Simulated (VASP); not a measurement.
# C2H6 in VASP: single point with PBE+D3(BJ)

Aim: the single point of C2H6 with PBE+D3(BJ).

Everything below comes from runs of VASP 6.6.1. Logs are shortened: lines on timing, memory, paths and dates and some standing lists are left out, and cuts for length are marked.

**1. The cell of the first run**

The cell holds a molecule in a box, 8 atoms: a = 5.804 Å, b = 8.110 Å, c = 26.225 Å, α = 90.00°, β = 90.00°, γ = 110.96°.

**2. Single point, PBE+D3(BJ)**

Input file INCAR:

```
PREC = Accurate ; ENCUT = 520
EDIFF = 1E-6 ; ISMEAR = 0
SIGMA = 0.1 ; LREAL = False
LASPH = True ; NELM = 80
ALGO = Normal ; ISIF = 2
LWAVE = False ; LCHARG = True
LDIPOL = True ; IDIPOL = 3
DIPOL = 0.5 0.5 0.630 ; GGA = PE
IVDW = 12 ; LELF = True
LVHAR = True ; LVACPOTAV = True
NBANDS = 17
```

Input file KPOINTS:

```
regular mesh
0
Gamma
  4 3 1
```

Input file POSCAR:

```
H3C
1.0
    5.8038113749      0.0000000000      0.0000000000
   -2.9019056875      7.5735822842      0.0000000000
    0.0000000000      0.0000000000     26.2250597246
C H
2 6
Direct
    0.0662824711      1.4011393164      0.6312634103
    0.3180117799      1.3827433710      0.6293412277
    0.0774089346      1.5376355638      0.6258879629
   -0.0309117724      1.3512049880      0.6672320546
   -0.0617792027      1.3124820289      0.6023578179
    0.4346501125      1.4704251736      0.5986527151
    0.3053785887      1.2457958073      0.6240991206
    0.4280290425      1.4357301853      0.6637420178
```

Potentials or basis: VASP PAW PBE potentials, release 64 (C, H).

On the command line:

```
> cat potpaw_PBE.64/C/POTCAR potpaw_PBE.64/H/POTCAR > POTCAR
> mpirun -np 1 vasp_std > vasp.out
```

OUTCAR:

```text
PREC = Accurate
   ENCUT = 520
   EDIFF = 1E-6
   ISMEAR = 0
   LREAL = False
   LASPH = True
   NELM = 80
   ISIF = 2
   GGA = PE
   IVDW = 12
 IVDW          = 12

 ion  position               nearest neighbor table
   1  0.066  0.401  0.631-   3 1.09   4 1.10   5 1.12   2 1.52
   2  0.318  0.383  0.629-   7 1.10   8 1.10   6 1.13   1 1.52
   3  0.077  0.538  0.626-   1 1.09
   4  0.969  0.351  0.667-   1 1.10
   5  0.938  0.312  0.602-   1 1.12
   6  0.435  0.470  0.599-   2 1.13
   7  0.305  0.246  0.624-   2 1.10
   8  0.428  0.436  0.664-   2 1.10

  LATTYP: Found a base centered orthorhombic cell.
 ALAT       =     5.8038113749
 B/A-ratio  =     2.6098650680
 C/A-ratio  =     4.5185927024

  Lattice vectors:

 A1 = (   2.9019056875,  -7.5735822842,   0.0000000000)
 A2 = (   2.9019056874,   7.5735822842,   0.0000000000)
 A3 = (   0.0000000000,   0.0000000000,  26.2250597246)

Analysis of symmetry for initial positions (statically):
=====================================================================
 Subroutine PRICEL returns:
 Original cell was already a primitive cell.

 Routine SETGRP: Setting up the symmetry group for a
 base centered orthorhombic supercell.

 Subroutine GETGRP returns: Found  1 space group operations
 (whereof  1 operations were pure point group operations)
 out of a pool of  8 trial point group operations.

The static configuration has the point symmetry C_1 .

Analysis of symmetry for dynamics (positions and initial velocities):
=====================================================================
 Subroutine PRICEL returns:
 Original cell was already a primitive cell.

 Routine SETGRP: Setting up the symmetry group for a
 base centered orthorhombic supercell.

 Subroutine GETGRP returns: Found  1 space group operations
 (whereof  1 operations were pure point group operations)
 out of a pool of  8 trial point group operations.

The dynamic configuration has the point symmetry C_1 .

 Subroutine INISYM returns: Found  1 space group operations
 (whereof  1 operations are pure point group operations),
 and found     1 'primitive' translations

----------------------------------------------------------------------------------------

                                     Primitive cell

  volume of cell :    1152.7394

  direct lattice vectors                    reciprocal lattice vectors
     5.803811375  0.000000000  0.000000000     0.172300569  0.066018957  0.000000000
    -2.901905688  7.573582284  0.000000000     0.000000000  0.132037913  0.000000000
     0.000000000  0.000000000 26.225059725     0.000000000  0.000000000  0.038131467

  length of vectors
     5.803811375  8.110499691 26.225059725     0.184515551  0.132037913  0.038131467

  position of ions in fractional coordinates (direct lattice)
     0.066282471  0.401139316  0.631263410
     0.318011780  0.382743371  0.629341228
     0.077408935  0.537635564  0.625887963
     0.969088228  0.351204988  0.667232055
     0.938220797  0.312482029  0.602357818
     0.434650113  0.470425174  0.598652715
     0.305378589  0.245795807  0.624099121
     0.428029043  0.435730185  0.663742018

  ion indices of the primitive-cell ions
   primitive index   ion index
                 1           1
                 2           2
                 3           3
                 4           4
                 5           5
                 6           6
                 7           7
                 8           8

----------------------------------------------------------------------------------------

 KPOINTS: regular mesh

Automatic generation of k-mesh.
 Grid dimensions read from file:
 generate k-points for:    4    3    1

 Generating k-lattice:

  Cartesian coordinates                     Fractional coordinates (reciprocal lattice)
     0.043075142  0.016504739  0.000000000     0.250000000  0.000000000  0.000000000
     0.000000000  0.044012638  0.000000000     0.000000000  0.333333333  0.000000000
     0.000000000  0.000000000  0.038131467     0.000000000  0.000000000  1.000000000

  Length of vectors
     0.046128888  0.044012638  0.038131467

  Shift w.r.t. Gamma in fractional coordinates (k-lattice)
     0.000000000  0.000000000  0.000000000

 -----------------------------------------------------------------------------
|                                                                             |
|           W    W    AA    RRRRR   N    N  II  N    N   GGGG   !!!           |
|           W    W   A  A   R    R  NN   N  II  NN   N  G    G  !!!           |
|           W    W  A    A  R    R  N N  N  II  N N  N  G       !!!           |
|           W WW W  AAAAAA  RRRRR   N  N N  II  N  N N  G  GGG   !            |
|           WW  WW  A    A  R   R   N   NN  II  N   NN  G    G                |
|           W    W  A    A  R    R  N    N  II  N    N   GGGG   !!!           |
|                                                                             |
|     Your reciprocal lattice and k-lattice belong to different lattice       |
|     classes:                                                                |
|                                                                             |
|        The reciprocal lattice is base centered orthorhombic,                |
|        whereas your k-lattice is simple monoclinic.                         |
|                                                                             |
|     Results are often still useful ...                                      |
|                                                                             |
 -----------------------------------------------------------------------------

 WARNING: IBZKPT: internal override: KBLOWUP is changed to .FALSE.
      ... skipping the blow-up phase ...

 Subroutine IBZKPT returns following result:
 ===========================================

 Found      7 irreducible k-points:

 Following reciprocal coordinates:
            Coordinates               Weight
  0.000000  0.000000  0.000000      1.000000
  0.250000 -0.000000  0.000000      2.000000
  0.500000 -0.000000  0.000000      1.000000
  0.000000  0.333333  0.000000      2.000000
  0.250000  0.333333  0.000000      2.000000
  0.500000  0.333333  0.000000      2.000000
 -0.250000  0.333333  0.000000      2.000000
   k-points           NKPTS =      7   k-points in BZ     NKDIM =      7   number of bands    NBANDS=     17
   number of dos      NEDOS =    301   number of ions     NIONS =      8
   total plane-waves  NPLWV = 564480
   dimension x,y,z NGX =    48 NGY =   60 NGZ =  196
   dimension x,y,z NGXF=    96 NGYF=  120 NGZF=  392
   ions per type =               2   6
   NGX,Y,Z   is equivalent  to a cutoff of  13.75, 12.30, 12.42 a.u.
   NGXF,Y,Z  is equivalent  to a cutoff of  27.50, 24.60, 24.85 a.u.
 SYSTEM =  unknown system
   PREC   = accura    normal or accurate (medium, high low for compatibility)
   ISTART =      0    job   : 0-new  1-cont  2-samecut
   ICHARG =      2    charge: 1-file 2-atom 10-const
   ISPIN  =      1    spin polarized calculation?
   LNONCOLLINEAR =      F non collinear calculations
   LSORBIT =      F    spin-orbit coupling
   LASPH  =      T    aspherical Exc in radial PAW
   ENCUT  =  520.0 eV  38.22 Ry    6.18 a.u.  10.79 15.08 48.76*2*pi/ulx,y,z
   NELM   =     80;   NELMIN=  2; NELMDL= -5     # of ELM steps
   EDIFF  = 0.1E-05   stopping-criterion for ELM
   LREAL  =      F    real-space projection
   EDIFFG = 0.1E-04   stopping-criterion for IOM
   NSW    =      0    number of steps for IOM
   IBRION =     -1    ionic relax: 0-MD 1-quasi-New 2-CG
   NFREE  =      0    steps in history (QN), initial steepest desc. (CG)
   ISIF   =      2    stress and relaxation
   ISYM   =      2    0-nonsym 1-usesym 2-fastsym
   POTIM  = 0.5000    time-step for ionic-motion
   TEBEG  =    0.0;   TEEND  =   0.0 temperature during run
   PSTRESS=    0.0 pullay stress
   NELECT =      14.0000    total number of electrons
   NUPDOWN=      -1.0000    fix difference up-down
   EMIN   =  10.00;   EMAX   =-10.00  energy-range for DOS
   EFERMI =   0.00;   METHOD = LEGACY
   ISMEAR =     0;   SIGMA  =   0.10  broadening in eV -4-tet -1-fermi 0-gaus
   EFERMI_NEDOS =   21; number of points for ismear=-14 and -15
   IALGO  =     38    algorithm
   IMIX   =      4    mixing-type and parameters
     AMIX     =   0.40;   BMIX     =  1.00
     AMIX_MAG =   1.60;   BMIX_MAG =  1.00
  volume/ion in A,a.u.               =     144.09       972.38
  Fermi-wavevector in a.u.,A,eV,Ry     =   0.376305  0.711114  1.926663  0.141606
  Thomas-Fermi vector in A             =   1.308049
   LORBIT       =      0    0 simple, 1 ext, 2 COOP (PROOUT), +10 PAW based schemes
   GGA     = PE    functional components
   LHFCALC =     F    Hartree Fock is set to
   AEXX    =    0.0000 exact exchange contribution
   IVDW    =    12    specifies the selected vdW correction
   LEPSILON=     F    determine dielectric tensor
   LRPA    =     F    only Hartree local field effects (RPA)
 non-spin polarized calculation
 Gauss-broadening in eV      SIGMA  =   0.10
  energy-cutoff  :      520.00
  volume of cell :     1152.74
 maximum number of plane-waves:     31083
 NGX is ok and might be reduce to    48
   NGX = 21   NGY = 31   NGZ = 97

 dipolmoment           0.000000      0.000000      0.000262 electrons x Angstroem

 number of electron      13.9999999 magnetization

 dipolmoment           0.000000      0.000000     -0.007839 electrons x Angstroem

 Free energy of the ion-electron system (eV)
  ---------------------------------------------------
  ext. energy  EPLUGINS =         0.00000000
  ---------------------------------------------------
  free energy    TOTEN  =       -40.43039375 eV

  energy without entropy =      -40.43039375  energy(sigma->0) =      -40.43039375

 E-fermi :  -7.0845     XC(G=0):  -0.7608

 val. band max:       -7.5337733835   @ k =   0.0000   0.0000   0.0000
 cond. band min:      -0.8065987489   @ k =   0.0000   0.0000   0.0000
 fundamental gap:      6.7271746345
 Fermi energy:        -7.0844878974

 k-point     1 :       0.0000    0.0000    0.0000
  band No.  band energies     occupation
      1     -18.3205      2.00000
      2     -14.7160      2.00000
      3     -10.5088      2.00000
      4     -10.0532      2.00000
      5      -8.8386      2.00000
      6      -8.0680      2.00000
[... 9 lines left out ...]
     16       1.8380      0.00000
     17       2.1914      0.00000

 k-point     2 :       0.2500   -0.0000    0.0000
  band No.  band energies     occupation
      1     -18.3106      2.00000
      2     -14.7580      2.00000
      3     -10.4946      2.00000
      4     -10.0324      2.00000
      5      -8.7363      2.00000
      6      -8.1005      2.00000
[... 9 lines left out ...]
     16       1.9249      0.00000
     17       2.0485      0.00000

 k-point     3 :       0.5000   -0.0000    0.0000
  band No.  band energies     occupation
      1     -18.3005      2.00000
      2     -14.7994      2.00000
      3     -10.4799      2.00000
      4     -10.0110      2.00000
      5      -8.6337      2.00000
      6      -8.1316      2.00000
[... 9 lines left out ...]
     16       1.9133      0.00000
     17       1.9525      0.00000

 k-point     4 :       0.0000    0.3333    0.0000
  band No.  band energies     occupation
      1     -18.3205      2.00000
      2     -14.7161      2.00000
      3     -10.5106      2.00000
      4     -10.0531      2.00000
      5      -8.8380      2.00000
      6      -8.0663      2.00000
[... 9 lines left out ...]
     16       1.7349      0.00000
     17       1.8980      0.00000

 k-point     5 :       0.2500    0.3333    0.0000
  band No.  band energies     occupation
      1     -18.3106      2.00000
      2     -14.7581      2.00000
      3     -10.4961      2.00000
      4     -10.0323      2.00000
      5      -8.7357      2.00000
      6      -8.0988      2.00000
[... 9 lines left out ...]
     16       1.6292      0.00000
     17       1.6499      0.00000

 k-point     6 :       0.5000    0.3333    0.0000
  band No.  band energies     occupation
      1     -18.3005      2.00000
      2     -14.7995      2.00000
      3     -10.4805      2.00000
      4     -10.0110      2.00000
      5      -8.6334      2.00000
      6      -8.1295      2.00000
[... 9 lines left out ...]
     16       1.8082      0.00000
     17       1.8690      0.00000

 k-point     7 :      -0.2500    0.3333    0.0000
  band No.  band energies     occupation
      1     -18.3106      2.00000
      2     -14.7581      2.00000
      3     -10.4954      2.00000
      4     -10.0324      2.00000
      5      -8.7360      2.00000
      6      -8.0984      2.00000
[... 9 lines left out ...]
     16       2.0359      0.00000
     17       2.1243      0.00000

------------------------ aborting loop because EDIFF is reached ----------------------------------------

 vacuum level on the upper side and lower side of the slab       (xc-potential included)        -0.100        -0.078

 Edisp (eV)   -0.10879

 E8    (eV) :    -0.0268

  FORCE on cell =-STRESS in cart. coord.  units (eV):
  Direction    XX          YY          ZZ          XY          YZ          ZX
  --------------------------------------------------------------------------------------
  -------------------------------------------------------------------------------------
  Total      -0.16755    -1.27847    -0.01979    -0.63807     0.09494    -0.03843
  in kB      -0.23287    -1.77693    -0.02751    -0.88685     0.13195    -0.05341
  external pressure =       -0.68 kB  Pullay stress =        0.00 kB

 VOLUME and BASIS-vectors are now :
 -----------------------------------------------------------------------------
  energy-cutoff  :      520.00
  volume of cell :     1152.74
      direct lattice vectors                 reciprocal lattice vectors
     5.803811375  0.000000000  0.000000000     0.172300569  0.066018957  0.000000000
    -2.901905688  7.573582284  0.000000000     0.000000000  0.132037913  0.000000000
     0.000000000  0.000000000 26.225059725     0.000000000  0.000000000  0.038131467

 POSITION                                       TOTAL-FORCE (eV/Angst)
 -----------------------------------------------------------------------------------
     -0.77938      3.03806     16.55492        -0.509756     -1.014596     -0.260927
      0.73500      2.89874     16.50451         0.480165      1.068568     -0.371933
     -1.11090      4.07183     16.41395        -0.090764      0.008389     -0.047745
      4.60524      2.65988     17.49820         0.088442      0.180560      0.192451
      4.53846      2.36661     15.79687         0.279844      0.700362      0.155502
      1.15750      3.56280     15.69970        -0.237548     -0.783129      0.224107
      1.05908      1.86155     16.36704         0.089285      0.022082     -0.085992
      1.21975      3.30004     17.40667        -0.099668     -0.182235      0.194537
 -----------------------------------------------------------------------------------
    total drift:                               -0.000195     -0.000133      0.000143

  FREE ENERGIE OF THE ION-ELECTRON SYSTEM (eV)
  ---------------------------------------------------
  free  energy   TOTEN  =       -40.5391861201 eV

  energy  without entropy=      -40.5391861201  energy(sigma->0) =      -40.53918612

 vacuum level on the upper side and lower side of the slab         0.185         0.217
```

Run time: 6.3 min. Hardware: 1 thread of AMD EPYC 7R13 (Zen 3), shared host; peak memory 0.97 GiB.

Results:

| Item | Value |
| --- | --- |
| Free energy | -40.5392 eV |
| Largest force | 1.229 eV/Å |
| Gap between the frontier levels | 6.73 eV, direct |
| Dispersion energy per atom | -0.014 eV |
| Ionisation potential of the upper face | 7.72 eV |

Forces on the atoms (eV/Å):
```
C   -0.510 -1.015 -0.261
C    0.480  1.069 -0.372
H   -0.091  0.008 -0.048
H    0.088  0.181  0.192
H    0.280  0.700  0.156
H   -0.238 -0.783  0.224
H    0.089  0.022 -0.086
H   -0.100 -0.182  0.195
```

Levels at points of the mesh, in eV from the valence-band top:
| k point | band 3 | band 4 | band 5 | band 6 | band 7 | band 8 | band 9 | band 10 | band 11 | band 12 |
| --- | --- | --- | --- | --- | --- | --- | --- | --- | --- | --- |
| (0.00, 0.00, 0.00) | -2.98 | -2.52 | -1.30 | -0.53 | 0.00 | 6.73 | 7.53 | 7.77 | 8.19 | 8.29 |
| (0.50, 0.00, 0.00) | -2.95 | -2.48 | -1.10 | -0.60 | -0.10 | 7.64 | 7.85 | 8.76 | 8.85 | 9.04 |
